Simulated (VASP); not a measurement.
# WSe2 in VASP: a series of runs, part 2 of 2

VASP 6.6.1. The steps go on from the part before.

## 5. Single point, PBE+D3(BJ) (a layer taken out of the bulk)

INCAR

```
  ALGO = Normal
  DIPOL = 0.5 0.5 0.500
  EDIFF = 1E-6
  ENCUT = 520
  GGA = PE
  IDIPOL = 3
  ISIF = 2
  ISMEAR = 0
  IVDW = 12
  LASPH = True
  LCHARG = False
  LDIPOL = True
  LREAL = False
  LWAVE = False
  NBANDS = 20
  NELM = 60
  PREC = Accurate
  SIGMA = 0.02
```

KPOINTS

```
k-points
0
Gamma
  12 12 1
```

POSCAR

```
WSe2
1.0
    3.2855208648      0.0000000000      0.0000000000
   -1.6427604324      2.8453445336      0.0000000000
    0.0000000000      0.0000000000     32.7374894635
Se W
2 1
Direct
    0.3333333333      0.6666666667      0.4485393955
    0.3333333333      0.6666666667      0.5514606045
    0.6666666667      0.3333333333      0.5000000000
```

Potentials or basis: VASP PAW PBE potentials, release 64 (Se, W_sv).

Started as:

```
cat potpaw_PBE.64/Se/POTCAR potpaw_PBE.64/W_sv/POTCAR > POTCAR
mpirun -np 1 vasp_std > vasp.out
```

OUTCAR:

```text
EDIFF = 1E-6
   ENCUT = 520
   GGA = PE
   ISIF = 2
   ISMEAR = 0
   IVDW = 12
   LASPH = True
   LREAL = False
   NELM = 60
   PREC = Accurate
 IVDW          = 12

 ion  position               nearest neighbor table
   1  0.333  0.667  0.449-   3 2.54   3 2.54   3 2.54
   2  0.333  0.667  0.551-   3 2.54   3 2.54   3 2.54
   3  0.667  0.333  0.500-   1 2.54   2 2.54   1 2.54   2 2.54   1 2.54   2 2.54

  LATTYP: Found a hexagonal cell.
 ALAT       =     3.2855208648
 C/A-ratio  =     9.9641703129

  Lattice vectors:

 A1 = (   3.2855208648,   0.0000000000,   0.0000000000)
 A2 = (  -1.6427604324,   2.8453445336,   0.0000000000)
 A3 = (   0.0000000000,   0.0000000000,  32.7374894635)

Analysis of symmetry for initial positions (statically):
=====================================================================
 Subroutine PRICEL returns:
 Original cell was already a primitive cell.

 Routine SETGRP: Setting up the symmetry group for a
 hexagonal supercell.

 Subroutine GETGRP returns: Found 12 space group operations
 (whereof 12 operations were pure point group operations)
 out of a pool of 24 trial point group operations.

The static configuration has the point symmetry D_3h.

Analysis of symmetry for dynamics (positions and initial velocities):
=====================================================================
 Subroutine PRICEL returns:
 Original cell was already a primitive cell.

 Routine SETGRP: Setting up the symmetry group for a
 hexagonal supercell.

 Subroutine GETGRP returns: Found 12 space group operations
 (whereof 12 operations were pure point group operations)
 out of a pool of 24 trial point group operations.

The dynamic configuration has the point symmetry D_3h.

 Subroutine INISYM returns: Found 12 space group operations
 (whereof 12 operations are pure point group operations),
 and found     1 'primitive' translations

----------------------------------------------------------------------------------------

                                     Primitive cell

  volume of cell :     306.0444

  direct lattice vectors                    reciprocal lattice vectors
     3.285520865  0.000000000  0.000000000     0.304365743  0.175725644  0.000000000
    -1.642760432  2.845344534  0.000000000     0.000000000  0.351451288  0.000000000
     0.000000000  0.000000000 32.737489463     0.000000000  0.000000000  0.030546020

  length of vectors
     3.285520865  3.285520865 32.737489463     0.351451288  0.351451288  0.030546020

  position of ions in fractional coordinates (direct lattice)
     0.333333333  0.666666667  0.448539395
     0.333333333  0.666666667  0.551460605
     0.666666667  0.333333333  0.500000000

  ion indices of the primitive-cell ions
   primitive index   ion index
                 1           1
                 2           2
                 3           3

----------------------------------------------------------------------------------------

 KPOINTS: k-points

Automatic generation of k-mesh.
 Grid dimensions read from file:
 generate k-points for:   12   12    1

 Generating k-lattice:

  Cartesian coordinates                     Fractional coordinates (reciprocal lattice)
     0.025363812  0.014643804  0.000000000     0.083333333  0.000000000  0.000000000
     0.000000000  0.029287607  0.000000000     0.000000000  0.083333333  0.000000000
     0.000000000  0.000000000  0.030546020     0.000000000  0.000000000  1.000000000

  Length of vectors
     0.029287607  0.029287607  0.030546020

  Shift w.r.t. Gamma in fractional coordinates (k-lattice)
     0.000000000  0.000000000  0.000000000

 Subroutine IBZKPT returns following result:
 ===========================================

 Found     19 irreducible k-points:

 Following reciprocal coordinates:
            Coordinates               Weight
  0.000000  0.000000  0.000000      1.000000
  0.083333  0.000000  0.000000      6.000000
  0.166667  0.000000  0.000000      6.000000
  0.250000  0.000000  0.000000      6.000000
  0.333333  0.000000  0.000000      6.000000
  0.416667  0.000000  0.000000      6.000000
[... 11 lines left out ...]
  0.333333  0.250000  0.000000     12.000000
  0.333333  0.333333  0.000000      2.000000
   k-points           NKPTS =     19   k-points in BZ     NKDIM =     19   number of bands    NBANDS=     20
   number of dos      NEDOS =    301   number of ions     NIONS =      3
   total plane-waves  NPLWV = 144000
   dimension x,y,z NGX =    24 NGY =   24 NGZ =  250
   dimension x,y,z NGXF=    48 NGYF=   48 NGZF=  500
   ions per type =               2   1
   NGX,Y,Z   is equivalent  to a cutoff of  12.14, 12.14, 12.70 a.u.
   NGXF,Y,Z  is equivalent  to a cutoff of  24.29, 24.29, 25.39 a.u.
 SYSTEM =  unknown system
   PREC   = accura    normal or accurate (medium, high low for compatibility)
   ISTART =      0    job   : 0-new  1-cont  2-samecut
   ICHARG =      2    charge: 1-file 2-atom 10-const
   ISPIN  =      1    spin polarized calculation?
   LNONCOLLINEAR =      F non collinear calculations
   LSORBIT =      F    spin-orbit coupling
   LASPH  =      T    aspherical Exc in radial PAW
   ENCUT  =  520.0 eV  38.22 Ry    6.18 a.u.   6.11  6.11 60.87*2*pi/ulx,y,z
   NELM   =     60;   NELMIN=  2; NELMDL= -5     # of ELM steps
   EDIFF  = 0.1E-05   stopping-criterion for ELM
   LREAL  =      F    real-space projection
   EDIFFG = 0.1E-04   stopping-criterion for IOM
   NSW    =      0    number of steps for IOM
   IBRION =     -1    ionic relax: 0-MD 1-quasi-New 2-CG
   NFREE  =      0    steps in history (QN), initial steepest desc. (CG)
   ISIF   =      2    stress and relaxation
   ISYM   =      2    0-nonsym 1-usesym 2-fastsym
   POTIM  = 0.5000    time-step for ionic-motion
   TEBEG  =    0.0;   TEEND  =   0.0 temperature during run
   PSTRESS=    0.0 pullay stress
   NELECT =      26.0000    total number of electrons
   NUPDOWN=      -1.0000    fix difference up-down
   EMIN   =  10.00;   EMAX   =-10.00  energy-range for DOS
   EFERMI =   0.00;   METHOD = LEGACY
   ISMEAR =     0;   SIGMA  =   0.02  broadening in eV -4-tet -1-fermi 0-gaus
   EFERMI_NEDOS =   21; number of points for ismear=-14 and -15
   IALGO  =     38    algorithm
   IMIX   =      4    mixing-type and parameters
     AMIX     =   0.40;   BMIX     =  1.00
     AMIX_MAG =   1.60;   BMIX_MAG =  1.00
  volume/ion in A,a.u.               =     102.01       688.43
  Fermi-wavevector in a.u.,A,eV,Ry     =   0.719677  1.359993  7.046939  0.517935
  Thomas-Fermi vector in A             =   1.808934
   LORBIT       =      0    0 simple, 1 ext, 2 COOP (PROOUT), +10 PAW based schemes
   GGA     = PE    functional components
   LHFCALC =     F    Hartree Fock is set to
   AEXX    =    0.0000 exact exchange contribution
   IVDW    =    12    specifies the selected vdW correction
   LEPSILON=     F    determine dielectric tensor
   LRPA    =     F    only Hartree local field effects (RPA)
 non-spin polarized calculation
 Gauss-broadening in eV      SIGMA  =   0.02
  energy-cutoff  :      520.00
  volume of cell :      306.04
 maximum number of plane-waves:      8308
   NGX = 13   NGY = 13   NGZ =121

 dipolmoment           0.000000      0.000000      0.000000 electrons x Angstroem

 number of electron      25.9999995 magnetization

 dipolmoment           0.000000      0.000000     -0.000000 electrons x Angstroem

 Free energy of the ion-electron system (eV)
  ---------------------------------------------------
  ext. energy  EPLUGINS =         0.00000000
  ---------------------------------------------------
  free energy    TOTEN  =       -21.61152683 eV

  energy without entropy =      -21.61152683  energy(sigma->0) =      -21.61152683

 E-fermi :  -2.7535     XC(G=0):  -2.4780

 val. band max:       -2.8695678577   @ k =   0.3333   0.3333   0.0000
 cond. band min:      -1.2156995331   @ k =   0.1667   0.1667   0.0000
 fundamental gap:      1.6538683246
 Fermi energy:        -2.7534668320

 k-point     1 :       0.0000    0.0000    0.0000
  band No.  band energies     occupation
      1     -76.9094      2.00000
      2     -41.1543      2.00000
      3     -41.0209      2.00000
      4     -41.0209      2.00000
      5     -17.6788      2.00000
      6     -16.4362      2.00000
[... 426 lines left out ...]
     19       3.6083      0.00000
     20       5.7693      0.00000

------------------------ aborting loop because EDIFF is reached ----------------------------------------

 vacuum level on the upper side and lower side of the slab       (xc-potential included)        -0.056        -0.056

 Edisp (eV)   -1.01162

 E8    (eV) :    -0.4806

  FORCE on cell =-STRESS in cart. coord.  units (eV):
  Direction    XX          YY          ZZ          XY          YZ          ZX
  --------------------------------------------------------------------------------------
  -------------------------------------------------------------------------------------
  Total       0.09974     0.09974     0.14556     0.00000     0.00000    -0.00000
  in kB       0.52217     0.52217     0.76200     0.00000     0.00000    -0.00000
  external pressure =        0.60 kB  Pullay stress =        0.00 kB

 VOLUME and BASIS-vectors are now :
 -----------------------------------------------------------------------------
  energy-cutoff  :      520.00
  volume of cell :      306.04
      direct lattice vectors                 reciprocal lattice vectors
     3.285520865  0.000000000  0.000000000     0.304365743  0.175725644  0.000000000
    -1.642760432  2.845344534  0.000000000     0.000000000  0.351451288  0.000000000
     0.000000000  0.000000000 32.737489463     0.000000000  0.000000000  0.030546020

 POSITION                                       TOTAL-FORCE (eV/Angst)
 -----------------------------------------------------------------------------------
     -0.00000      1.89690     14.68405        -0.000000     -0.000000     -0.046793
     -0.00000      1.89690     18.05344        -0.000000      0.000000      0.046793
      1.64276      0.94845     16.36874         0.000000      0.000000     -0.000000
 -----------------------------------------------------------------------------------
    total drift:                               -0.000000      0.000000      0.000000

  FREE ENERGIE OF THE ION-ELECTRON SYSTEM (eV)
  ---------------------------------------------------
  free  energy   TOTEN  =       -22.6231517536 eV

  energy  without entropy=      -22.6231517536  energy(sigma->0) =      -22.62315175

 vacuum level on the upper side and lower side of the slab         2.182         2.182
```

OSZICAR:

```text
N       E                     dE             d eps       ncg     rms          rms(c)
DAV:   1     0.177685121808E+03    0.17769E+03   -0.12468E+04   936   0.964E+02
DAV:   2    -0.550563621663E+01   -0.18319E+03   -0.17810E+03  1076   0.207E+02
DAV:   3    -0.223492959665E+02   -0.16844E+02   -0.16783E+02  1092   0.636E+01
[... 14 lines left out ...]
DAV:  18    -0.216115130202E+02   -0.18141E-04   -0.50578E-07   800   0.266E-03    0.854E-04
DAV:  19    -0.216115218855E+02   -0.88653E-05   -0.22559E-07   764   0.143E-03    0.616E-04
DAV:  20    -0.216115249956E+02   -0.31101E-05   -0.52909E-08   652   0.583E-04    0.201E-04
DAV:  21    -0.216115264025E+02   -0.14068E-05   -0.31425E-08   628   0.378E-04    0.245E-04
DAV:  22    -0.216115268317E+02   -0.42920E-06   -0.91968E-09   548   0.262E-04
   1 F= -.22623152E+02 E0= -.22623152E+02  d E =-.363076E-18
```

It took 4.7 min on 1 thread of Intel Xeon 8259CL, shared host; peak memory 0.46 GiB.

What came out:

* Free energy: -22.6232 eV
* Largest force: 0.047 eV/Å
* Band gap on the k mesh: 1.65 eV (least direct gap 1.67 eV)
* Dispersion energy per atom: -0.337 eV

Forces on the atoms (eV/Å):
```
Se   0.000  0.000 -0.047
Se   0.000  0.000  0.047
W    0.000  0.000  0.000
```

Caveat: the cell differs from its parent crystal (a layer taken out of the bulk); spin-orbit coupling is left out, which moves the levels of the heavy elements.

## 6. Single point, PBE+D3(BJ) (a layer taken out of the bulk)

INCAR

```
PREC = Accurate
ENCUT = 520
EDIFF = 1E-6
ISMEAR = 0
SIGMA = 0.02
LREAL = False
LASPH = True
NELM = 100
ALGO = Normal
ISIF = 2
LWAVE = False
LCHARG = False
LDIPOL = True
IDIPOL = 3
DIPOL = 0.5 0.5 0.500
GGA = PE
IVDW = 12
NBANDS = 20
```

KPOINTS

```
regular mesh
0
Gamma
  12 12 1
```

POSCAR

```
WSe2
1.0
    3.2790275604      0.0000000000      0.0000000000
   -1.6395137802      2.8397211670      0.0000000000
    0.0000000000      0.0000000000     32.7374894635
Se W
2 1
Direct
    0.3333333333      0.6666666667      0.4485491284
    0.3333333333      0.6666666667      0.5514508716
    0.6666666667      0.3333333333      0.5000000000
```

Potentials or basis: VASP PAW PBE potentials, release 64 (Se, W_sv).

Started as:

```
cat potpaw_PBE.64/Se/POTCAR potpaw_PBE.64/W_sv/POTCAR > POTCAR
mpirun -np 1 vasp_std > vasp.out
```

Run time: 8.2 min. Hardware: 1 thread of Intel Xeon 8259CL, shared host; peak memory 0.46 GiB.

It converged, with:

```
Free energy                : -22.6222 eV
Largest force              : 0.096 eV/Å
Band gap on the k mesh     : 1.65 eV (least direct gap 1.69 eV)
Dispersion energy per atom : -0.339 eV
```

Forces on the atoms (eV/Å):
```
Se   0.000  0.000 -0.096
Se   0.000  0.000  0.096
W    0.000  0.000  0.000
```

Levels at points of the mesh, in eV from the valence-band top:
| k point | band 11 | band 12 | band 13 | band 14 | band 15 | band 16 |
| --- | --- | --- | --- | --- | --- | --- |
| (0.00, 0.00, 0.00) | -1.16 | -1.16 | -0.44 | 3.01 | 3.01 | 3.17 |
| (0.50, 0.00, 0.00) | -2.22 | -1.02 | -0.86 | 2.50 | 2.82 | 3.73 |

Caveat: the cell differs from its parent crystal (a layer taken out of the bulk); spin-orbit coupling is left out, which moves the levels of the heavy elements.

## 7. The runs side by side

| cell | gap on the mesh (eV) | largest force (eV/Å) |
| --- | --- | --- |
| a = 3.286, b = 3.335, c = 32.737 Å, angles 90.0, 90.0, 119.5°, 3 atoms, strain along y +0.020, then relaxed in part | 1.54 | 0.05 |
| a = 3.450, b = 3.327, c = 32.737 Å, angles 90.0, 90.0, 121.2°, 3 atoms, strain along x +0.050, then relaxed in part | 1.36 | 0.04 |
| a = 3.286, b = 3.409, c = 32.737 Å, angles 90.0, 90.0, 118.8°, 3 atoms, strain along y +0.050, then relaxed in part | 1.36 | 0.04 |
| a = 3.286, b = 3.286, c = 32.737 Å, angles 90.0, 90.0, 120.0°, 3 atoms, a layer taken out of the bulk | 1.65 | 0.05 |
| a = 3.279, b = 3.279, c = 32.737 Å, angles 90.0, 90.0, 120.0°, 3 atoms, a layer taken out of the bulk | 1.65 | 0.10 |

Alike in all rows: task single point; level PBE+D3(BJ); potentials or basis VASP PAW PBE potentials, release 64 (Se, W_sv); no spin polarisation; k mesh 12 × 12 × 1; cutoff (eV) 520; smearing gaussian 0.02 eV.

Caveats: spin-orbit coupling is left out, which moves the levels of the heavy elements.

Total energies depend on the potentials used, so only differences within one code and one set of settings carry meaning.
